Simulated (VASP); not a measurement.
# Pb8ClF15 (a cell with a defect) in VASP: electric field gradients with PBE

Aim: the electric field gradients of Pb8ClF15 (a cell with a defect) with PBE.

Everything below comes from runs of VASP 6.6.1. Logs are shortened: lines on timing, memory, paths and dates and some standing lists are left out, and cuts for length are marked.

## 1. The cell of the first run

The cell holds a defect, 24 atoms: a = 8.590 Å, b = 9.990 Å, c = 7.491 Å, α = 56.72°, β = 76.47°, γ = 46.81°.

## 2. Electric field gradients, PBE

File INCAR:

```
SYSTEM = Pb8ClF15
ALGO     = Normal         ! electronic algorithm
EDIFF    = 1E-8           ! SCF threshold, eV
ENCUT    = 520            ! plane-wave cutoff, eV
GGA      = PE             ! functional
ISIF     = 2              ! what is computed and relaxed
ISMEAR   = -1             ! smearing method
LASPH    = .TRUE.         ! aspherical terms in the spheres
LCHARG   = .FALSE.        ! write CHGCAR
LEFG     = .TRUE.       
LREAL    = Auto         
LWAVE    = .FALSE.        ! write WAVECAR
NBANDS   = 130            ! bands
NELM     = 100            ! most SCF steps
PREC     = Accurate       ! precision mode
SIGMA    = 0.01           ! smearing width, eV
```

File KPOINTS:

```
k-points
0
G
  3 3 3
  0 0 0
```

File POSCAR:

```
Pb8ClF15
1.0
    0.0000000000      3.8796427700      7.6637946300
    6.4081039300      0.0000000000      7.6637946300
    6.4081039300      3.8796427700      0.0000000000
Pb F Cl
8 15 1
Direct
    0.4444880350      0.4495675050      0.8055119650
    0.9444880350      0.9495675050      0.3055119650
    0.0555119650      0.0504324950      0.6944880350
    0.5555119650      0.5504324950      0.1944880350
    0.0504324950      0.5555119650      0.1995675050
    0.5504324950      0.0555119650      0.6995675050
    0.4495675050      0.9444880350      0.3004324950
    0.9495675050      0.4444880350      0.8004324950
    0.9646913250      0.1887880850      0.2853086750
    0.4646913250      0.6887880850      0.7853086750
    0.5353086750      0.3112119150      0.2146913250
    0.0353086750      0.8112119150      0.7146913250
    0.8112119150      0.5353086750      0.4387880850
    0.3112119150      0.0353086750      0.9387880850
    0.6887880850      0.9646913250      0.0612119150
    0.1887880850      0.4646913250      0.5612119150
    0.7720346600      0.6628299600      0.9779653400
    0.2279653400      0.3371700400      0.0220346600
    0.7279653400      0.8371700400      0.5220346600
    0.3371700400      0.7279653400      0.4128299600
    0.8371700400      0.2279653400      0.9128299600
    0.1628299600      0.7720346600      0.0871700400
    0.6628299600      0.2720346600      0.5871700400
    0.2720346600      0.1628299600      0.4779653400
```

Potentials or basis: VASP PAW PBE potentials, release 64 (Pb_d, F, Cl).

On the command line:

```console
$ cat potpaw_PBE.64/Pb_d/POTCAR potpaw_PBE.64/F/POTCAR potpaw_PBE.64/Cl/POTCAR > POTCAR
$ mpirun -np 1 vasp_std > vasp.out
```

OUTCAR:

```text
SYSTEM = Pb8ClF15
   EDIFF = 1E-8
   ENCUT = 520
   GGA = PE
   ISIF = 2
   ISMEAR = -1
   LASPH = .TRUE.
   LREAL = Auto
   NELM = 100
   PREC = Accurate

 ion  position               nearest neighbor table
   1  0.444  0.450  0.806-  10 2.43  20 2.45  21 2.45  23 2.56  18 2.61  11 2.63  12 2.63   2 3.88
                             2 3.88   6 3.89   5 3.89   4 4.03   3 4.03   3 4.13   4 4.13
   2  0.944  0.950  0.306-   9 2.43  20 2.45  21 2.45  22 2.56  19 2.61  11 2.63  12 2.63   1 3.88
                             1 3.88   6 3.89   5 3.89   3 4.03   4 4.03   4 4.13   3 4.13
   3  0.056  0.050  0.694-  12 2.43  22 2.45  23 2.45  21 2.56  24 2.61  10 2.63   9 2.63   4 3.88
                             4 3.88   8 3.89   7 3.89   2 4.03   1 4.03   1 4.13   2 4.13
   4  0.556  0.550  0.194-  11 2.43  22 2.45  23 2.45  20 2.56  17 2.61  10 2.63   9 2.63   3 3.88
                             3 3.88   8 3.89   7 3.89   1 4.03   2 4.03   2 4.13   1 4.13
   5  0.050  0.556  0.200-  13 2.43  17 2.45  24 2.45  18 2.56  22 2.61  15 2.63  16 2.63   6 3.88
                             6 3.88   2 3.89   1 3.89   7 4.03   8 4.03   8 4.13   7 4.13
   6  0.550  0.056  0.700-  14 2.43  17 2.45  24 2.45  19 2.56  23 2.61  15 2.63  16 2.63   5 3.88
                             5 3.88   2 3.89   1 3.89   8 4.03   7 4.03   7 4.13   8 4.13
   7  0.450  0.944  0.300-  15 2.43  18 2.45  19 2.45  24 2.56  20 2.61  14 2.63  13 2.63   8 3.88
                             8 3.88   4 3.89   3 3.89   5 4.03   6 4.03   6 4.13   5 4.13
   8  0.950  0.444  0.800-  16 2.43  18 2.45  19 2.45  17 2.56  21 2.61  14 2.63  13 2.63   7 3.88
                             7 3.88   4 3.89   3 3.89   6 4.03   5 4.03   5 4.13   6 4.13
   9  0.965  0.189  0.285-   2 2.43   3 2.63   4 2.63
  10  0.465  0.689  0.785-   1 2.43   3 2.63   4 2.63
  11  0.535  0.311  0.215-   4 2.43   2 2.63   1 2.63
  12  0.035  0.811  0.715-   3 2.43   2 2.63   1 2.63
  13  0.811  0.535  0.439-   5 2.43   7 2.63   8 2.63
  14  0.311  0.035  0.939-   6 2.43   7 2.63   8 2.63
  15  0.689  0.965  0.061-   7 2.43   6 2.63   5 2.63
  16  0.189  0.465  0.561-   8 2.43   6 2.63   5 2.63
  17  0.772  0.663  0.978-   5 2.45   6 2.45   8 2.56   4 2.61
  18  0.228  0.337  0.022-   7 2.45   8 2.45   5 2.56   1 2.61
  19  0.728  0.837  0.522-   7 2.45   8 2.45   6 2.56   2 2.61
  20  0.337  0.728  0.413-   1 2.45   2 2.45   4 2.56   7 2.61
  21  0.837  0.228  0.913-   1 2.45   2 2.45   3 2.56   8 2.61
  22  0.163  0.772  0.087-   3 2.45   4 2.45   2 2.56   5 2.61
  23  0.663  0.272  0.587-   3 2.45   4 2.45   1 2.56   6 2.61
  24  0.272  0.163  0.478-   5 2.45   6 2.45   7 2.56   3 2.61

  LATTYP: Found a face centered orthorhombic cell.
 ALAT       =     7.7592855400
 B/A-ratio  =     1.6517252515
 C/A-ratio  =     1.9753866746

  Lattice vectors:

 A1 = (   6.4081039300,   0.0000000000,  -7.6637946300)
 A2 = (   0.0000000000,   3.8796427700,  -7.6637946300)
 A3 = (   6.4081039300,   3.8796427700,   0.0000000000)

Analysis of symmetry for initial positions (statically):
=====================================================================
 Subroutine PRICEL returns:
 Original cell was already a primitive cell.

 Routine SETGRP: Setting up the symmetry group for a
 face centered orthorhombic supercell.

 Subroutine GETGRP returns: Found  2 space group operations
 (whereof  1 operations were pure point group operations)
 out of a pool of  8 trial point group operations.

The static configuration has the point symmetry C_1 .
 The point group associated with its full space group is C_1h.

Analysis of symmetry for dynamics (positions and initial velocities):
=====================================================================
 Subroutine PRICEL returns:
 Original cell was already a primitive cell.

 Routine SETGRP: Setting up the symmetry group for a
 face centered orthorhombic supercell.

 Subroutine GETGRP returns: Found  2 space group operations
 (whereof  1 operations were pure point group operations)
 out of a pool of  8 trial point group operations.

The dynamic configuration has the point symmetry C_1 .
 The point group associated with its full space group is C_1h.

 Subroutine INISYM returns: Found  2 space group operations
 (whereof  1 operations are pure point group operations),
 and found     1 'primitive' translations

----------------------------------------------------------------------------------------

                                     Primitive cell

  volume of cell :     381.0616

  direct lattice vectors                    reciprocal lattice vectors
     0.000000000  3.879642770  7.663794630    -0.078026200  0.128877845  0.065241832
     6.408103930  0.000000000  7.663794630     0.078026200 -0.128877845  0.065241832
     6.408103930  3.879642770  0.000000000     0.078026200  0.128877845 -0.065241832
[... 117 lines left out ...]
   IBRION =     -1    ionic relax: 0-MD 1-quasi-New 2-CG
   NFREE  =      0    steps in history (QN), initial steepest desc. (CG)
   ISIF   =      2    stress and relaxation
   ISYM   =      2    0-nonsym 1-usesym 2-fastsym
   POTIM  = 0.5000    time-step for ionic-motion
   TEBEG  =    0.0;   TEEND  =   0.0 temperature during run
   PSTRESS=    0.0 pullay stress
   NELECT =     224.0000    total number of electrons
   NUPDOWN=      -1.0000    fix difference up-down
   EMIN   =  10.00;   EMAX   =-10.00  energy-range for DOS
   EFERMI =   0.00;   METHOD = LEGACY
   ISMEAR =    -1;   SIGMA  =   0.01  broadening in eV -4-tet -1-fermi 0-gaus
   EFERMI_NEDOS =   21; number of points for ismear=-14 and -15
   IALGO  =     38    algorithm
   IMIX   =      4    mixing-type and parameters
     AMIX     =   0.40;   BMIX     =  1.00
     AMIX_MAG =   1.60;   BMIX_MAG =  1.00
  volume/ion in A,a.u.               =      15.88       107.15
  Fermi-wavevector in a.u.,A,eV,Ry     =   1.371384  2.591540 25.588402  1.880694
  Thomas-Fermi vector in A             =   2.497086
   LORBIT       =      0    0 simple, 1 ext, 2 COOP (PROOUT), +10 PAW based schemes
   GGA     = PE    functional components
   LHFCALC =     F    Hartree Fock is set to
   AEXX    =    0.0000 exact exchange contribution
   IVDW    =     0    specifies the selected vdW correction
   LEPSILON=     F    determine dielectric tensor
   LRPA    =     F    only Hartree local field effects (RPA)
 non-spin polarized calculation
  energy-cutoff  :      520.00
  volume of cell :      381.06
 maximum number of plane-waves:     10284
   NGX = 31   NGY = 37   NGZ = 27

 number of electron     224.0000027 magnetization

 Free energy of the ion-electron system (eV)
  ---------------------------------------------------
  ext. energy  EPLUGINS =         0.00000000
  ---------------------------------------------------
  free energy    TOTEN  =      -109.75423154 eV

  energy without entropy =     -109.75423154  energy(sigma->0) =     -109.75423154

 E-fermi :   3.6278     XC(G=0): -10.1451

 val. band max:        3.3260120577   @ k =   0.3333   0.0000   0.3333
 cond. band min:       7.4669550693   @ k =   0.0000   0.3333   0.3333
 fundamental gap:      4.1409430116
 Fermi energy:         3.6278085557

 k-point     1 :       0.0000    0.0000    0.0000
  band No.  band energies     occupation
      1     -18.3110      2.00000
      2     -18.1851      2.00000
      3     -18.1632      2.00000
      4     -18.0505      2.00000
      5     -18.0252      2.00000
      6     -17.9786      2.00000
[... 1259 lines left out ...]
    123       9.8021      0.00000
    124       9.8627      0.00000
 [bands above 124 left out]

------------------------ aborting loop because EDIFF is reached ----------------------------------------

  FORCE on cell =-STRESS in cart. coord.  units (eV):
  Direction    XX          YY          ZZ          XY          YZ          ZX
  --------------------------------------------------------------------------------------
  -------------------------------------------------------------------------------------
  Total       17.8199108     19.4073425     19.4186603      0.0000000      0.0000000      1.8548981
  in kB       74.9240024     81.5983755     81.6459615      0.0000000      0.0000000      7.7989386
  external PRESSURE =      79.3894465 kB  Pullay stress =       0.0000000 kB

 VOLUME and BASIS-vectors are now :
 -----------------------------------------------------------------------------
  energy-cutoff  :      520.00
  volume of cell :      381.06
      direct lattice vectors                 reciprocal lattice vectors
     0.000000000  3.879642770  7.663794630    -0.078026200  0.128877845  0.065241832
     6.408103930  0.000000000  7.663794630     0.078026200 -0.128877845  0.065241832
     6.408103930  3.879642770  0.000000000     0.078026200  0.128877845 -0.065241832

 POSITION                                       TOTAL-FORCE (eV/Angst)
 -----------------------------------------------------------------------------------
      8.04268      4.84955      6.85186        -0.042376     -0.028085     -0.087678
      8.04268      4.84955     14.51565        -0.042376      0.028085     -0.087678
      4.77353      2.90973      0.81194         0.562126      0.000000     -2.059276
      4.77353      2.90973      8.47573         0.079277      0.000000      0.009045
      4.83863      0.96991      4.64383         0.912067     -2.453185      1.789425
      4.83863      4.84955      4.64383         0.912067      2.453185      1.789425
[... 16 lines left out ...]
      5.50587      4.84955      7.16461         0.052623     -0.147371      0.055014
      4.10628      2.90973      3.33271        -0.083796      0.000000     -1.123610
 -----------------------------------------------------------------------------------
    total drift:                               -0.002682      0.000034      0.000768

  FREE ENERGIE OF THE ION-ELECTRON SYSTEM (eV)
  ---------------------------------------------------
  free  energy   TOTEN  =      -109.7542315373 eV

  energy  without entropy=     -109.7542315373  energy(sigma->0) =     -109.75423154

 Electric field gradients (V/A^2)
---------------------------------------------------------------------
 ion       V_xx      V_yy      V_zz      V_xy      V_xz      V_yz
---------------------------------------------------------------------
   1      22.308     3.373   -25.681     2.922    -2.372     0.640
   2      22.308     3.373   -25.681    -2.922    -2.372    -0.639
   3      73.313    65.860  -139.173    -0.000    39.444     0.000
   4      28.415     3.686   -32.100    -0.000    -0.108     0.000
   5     117.646   -85.780   -31.866    82.968   -50.982   155.084
   6     117.646   -85.780   -31.866   -82.966   -50.982  -155.082
[... 16 lines left out ...]
  23      -7.861     5.409     2.452     1.364   -17.209     0.518
  24     -13.433     6.450     6.983     0.000    23.611     0.000
---------------------------------------------------------------------

 Electric field gradients after diagonalization (V/A^2)
 (convention: |V_zz| > |V_xx| > |V_yy|)
----------------------------------------------------------------------
 ion       V_xx      V_yy      V_zz     asymmetry (V_yy - V_xx)/ V_zz
----------------------------------------------------------------------
   1      22.853     2.966   -25.819       0.770
   2      22.853     2.966   -25.819       0.770
   3      80.399    65.860  -146.259       0.099
   4      28.415     3.686   -32.100       0.770
   5     147.399    94.664  -242.062       0.218
   6     147.398    94.663  -242.060       0.218
[... 16 lines left out ...]
  23      15.277     5.468   -20.745       0.473
  24      22.498     6.450   -28.949       0.554
----------------------------------------------------------------------

           NMR quadrupolar parameters

 Cq : quadrupolar parameter    Cq=e*Q*V_zz/h
 eta: asymmetry parameters     (V_yy - V_xx)/ V_zz
 Q  : nuclear electric quadrupole moment in mb (millibarn)
----------------------------------------------------------------------
 ion       Cq(MHz)       eta       Q (mb)
----------------------------------------------------------------------
   1      -0.062       0.770       1.000
   2      -0.062       0.770       1.000
   3      -0.354       0.099       1.000
   4      -0.078       0.770       1.000
   5      -0.585       0.218       1.000
   6      -0.585       0.218       1.000
[... 16 lines left out ...]
  23      -0.050       0.473       1.000
  24      -0.070       0.554       1.000
----------------------------------------------------------------------
```

Wall time 12 min (1 thread of Intel Xeon 6975P-C (Granite Rapids), shared host); peak memory 0.78 GiB.

What came out:

```yaml
Free_energy: -109.7542 eV
Pressure: 7.9 GPa
Largest_force: 3.170 eV/Å
Band_gap_on_the_k_mesh: 4.14 eV
```

Forces on the atoms (eV/Å):
```
Pb  -0.042 -0.028 -0.088
Pb  -0.042  0.028 -0.088
Pb   0.562  0.000 -2.059
Pb   0.079  0.000  0.009
Pb   0.912 -2.453  1.789
Pb   0.912  2.453  1.789
Pb  -2.366  0.000 -0.330
Pb   0.045  0.000 -0.090
F   -0.014  0.012  0.122
F   -0.014 -0.012  0.122
F    0.008  0.000 -0.100
F   -0.173  0.000 -0.073
F    0.017  0.074 -0.125
F    0.017 -0.074 -0.125
F    0.257  0.000  0.102
F    0.046  0.000  0.093
F   -0.096  0.000 -0.174
F   -0.099 -0.114  0.069
F   -0.099  0.114  0.069
F    0.003  0.000 -0.002
F    0.066  0.000  0.102
F    0.053  0.147  0.055
F    0.053 -0.147  0.055
Cl  -0.084  0.000 -1.124
```

Electric field gradients, principal values (V/Å²):
```
 atom   least   middle  greatest (by size)
 1 Pb   2.966   22.853             -25.819
 2 Pb   2.966   22.853             -25.819
 3 Pb  65.860   80.399            -146.259
 4 Pb   3.686   28.415             -32.100
 5 Pb  94.664  147.399            -242.062
 6 Pb  94.663  147.398            -242.060
 7 Pb  40.760   98.023            -138.782
 8 Pb   9.297   20.460             -29.757
  9 F   0.256   11.875             -12.131
 10 F   0.257   11.873             -12.130
 11 F  -2.033   -9.742              11.775
 12 F   0.084   11.149             -11.233
 13 F  -2.442  -10.981              13.423
 14 F  -2.452  -10.970              13.422
 15 F  -1.995  -10.317              12.312
 16 F  -1.876  -11.435              13.312
 17 F  10.177   10.667             -20.845
 18 F   6.108   14.775             -20.883
 19 F   6.110   14.774             -20.884
 20 F   6.576   12.910             -19.486
 21 F   6.351   15.392             -21.743
 22 F   5.466   15.277             -20.742
 23 F   5.468   15.277             -20.745
24 Cl   6.450   22.498             -28.949
```

Caveat: without QUAD_EFG the Cq values of the log hold for a quadrupole moment of 1 mb, not for the nuclei; spin-orbit coupling is left out, which moves the levels of the heavy elements.
